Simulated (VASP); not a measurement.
Here is a VASP 6.6.1 calculation.

Contents of INCAR:

```
SYSTEM = TiC
  PREC = Accurate
  ENCUT = 520
  EDIFF = 1E-6
  ISMEAR = -1
  SIGMA = 0.05
  LREAL = .False.
  LASPH = .True.
  NELM = 60
  ALGO = Normal
  ISIF = 2
  LWAVE = .False.
  LCHARG = .True.
  GGA = CA
  LELF = .True.
  LVHAR = .True.
  NBANDS = 15
```

The input KPOINTS:

```
Automatic mesh
0
Gamma
  11 11 11
  0 0 0
```

File POSCAR:

```
TiC
1.0
    3.0627889600      0.0000000000      0.0000000000
    1.5313944800      2.6524530458      0.0000000000
    1.5313944800      0.8841510153      2.5007567139
Ti C
1 1
Direct
    0.0000000000      0.0000000000      0.0000000000
    0.5000000000      0.5000000000      0.5000000000
```

Potentials or basis: VASP PAW LDA potentials, release 64 (Ti_sv, C).

Command:

```sh
$ cat potpaw_LDA.64/Ti_sv/POTCAR potpaw_LDA.64/C/POTCAR > POTCAR
$ mpirun -np 1 vasp_std > vasp.out
```

**Question.** Estimate the band gap on the k mesh.

**Answer.** Zero (band 8 reaches 9.86 eV, above the bottom of band 9 at 8.82 eV).

**Question.** What does it give for the pressure?

**Answer.** -12.0 GPa.
